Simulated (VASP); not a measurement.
Wanted: the native input for a VASP 6.6.1 run.

| Item | Value |
| --- | --- |
| Task | relaxation of cell and atoms |
| Functional | PBE |
| Potentials or basis | VASP PAW PBE potentials, release 64 (Hg, Te) |
| Cutoff | 600 eV |
| k mesh | 12 × 12 × 12 |
| Occupations | gaussian, width 0.1 eV |
| Spin | no spin polarisation |
| Dipole correction | no |
| Further INCAR settings | ALGO = Normal; EDIFF = 1e-06; IBRION = 2; EDIFFG = -0.005; NSW = 100; ISIF = 3 |

The structure of HgTe lies in POSCAR:

```
HgTe
1.0
    0.0000000000      3.2899842045      3.2899842045
    3.2899842045      0.0000000000      3.2899842045
    3.2899842045      3.2899842045      0.0000000000
Hg Te
1 1
Direct
    0.0000000000      0.0000000000      0.0000000000
    0.2500000000      0.2500000000      0.2500000000
```

One way to write it, as run:

INCAR

```
SYSTEM = HgTe
  PREC = Accurate
  ENCUT = 600
  EDIFF = 1E-6
  ISMEAR = 0
  SIGMA = 0.1
  LREAL = .FALSE.
  LASPH = .TRUE.
  NELM = 100
  ALGO = Normal
  ISIF = 3
  LWAVE = .FALSE.
  LCHARG = .FALSE.
  GGA = PE
  IBRION = 2
  NSW = 100
  EDIFFG = -0.005
```

KPOINTS

```
Automatic mesh
0
G
  12 12 12
  0 0 0
```

Potentials or basis: VASP PAW PBE potentials, release 64 (Hg, Te).

Run with:

```console
$ cat potpaw_PBE.64/Hg/POTCAR potpaw_PBE.64/Te/POTCAR > POTCAR
$ mpirun -np 1 vasp_std > vasp.out
```

Results of the run:

The relaxed volume is 36.84 Å³/atom, the relaxed cell is a = 4.705 Å, b = 4.705 Å, c = 4.705 Å, α = 60.00°, β = 60.00°, γ = 60.00° and the space group after relaxing (to 0.1 Å) is F-43m (No. 216). The energy gained by relaxing is 4.7 meV/atom, the ionic steps are 3 and the pressure after relaxing is 0.0 GPa. The band gap on the k mesh is zero (filled and empty bands touch).

Caveat: semilocal functionals underestimate gaps, so a narrow gap can read as zero; spin-orbit coupling is left out, which moves the levels of the heavy elements.

Wall time 4.9 min on 1 thread of Intel Xeon 8259CL (shared host), peak memory 0.31 GiB.
